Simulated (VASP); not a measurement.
A run of VASP 6.6.1:

Contents of INCAR:

```
SYSTEM = As
PREC = Accurate ; ENCUT = 520
EDIFF = 1E-6 ; ISMEAR = -1
SIGMA = 0.05 ; LREAL = .False.
LASPH = .True. ; NELM = 120
ALGO = Normal ; ISIF = 2
LWAVE = .False. ; LCHARG = .False.
LDIPOL = .True. ; IDIPOL = 3
DIPOL = 0.5 0.5 0.500 ; GGA = PE
NBANDS = 70 ; GGA_COMPAT = .False.
NELMDL = -8
```

Contents of KPOINTS:

```
regular mesh
0
Gamma
  8 8 1
  0 0 0
```

File POSCAR:

```
As
1.0
    3.7594989150      0.0000000000      0.0000000000
   -1.8797494575      3.2558215659      0.0000000000
    0.0000000000      0.0000000000     26.7304526348
As
8
Direct
    0.3333333333      0.6666666667      0.2805788627
    0.6666666667      0.3333333333      0.3282077844
    0.0000000000      0.0000000000      0.4109833137
    0.3333333333      0.6666666667      0.4586122354
    0.6666666667      0.3333333333      0.5413877646
    0.0000000000      0.0000000000      0.5890166863
    0.3333333333      0.6666666667      0.6717922156
    0.6666666667      0.3333333333      0.7194211373
```

Potentials or basis: VASP PAW PBE potentials, release 64 (As_d).

The run is started by

```sh
$ cat potpaw_PBE.64/As_d/POTCAR > POTCAR
$ mpirun -np 1 vasp_std > vasp.out
```

Hardware: 1 thread of Intel(R) Xeon(R) 6975P-C (Granite Rapids), on a shared host.

Problem. Estimate the wall time of this run.

Solution. It took 4.4 min on 1 thread of Intel(R) Xeon(R) 6975P-C (Granite Rapids), with other jobs on the host, peak memory 0.48 GiB. Counts: scf iterations 25, k points 10.
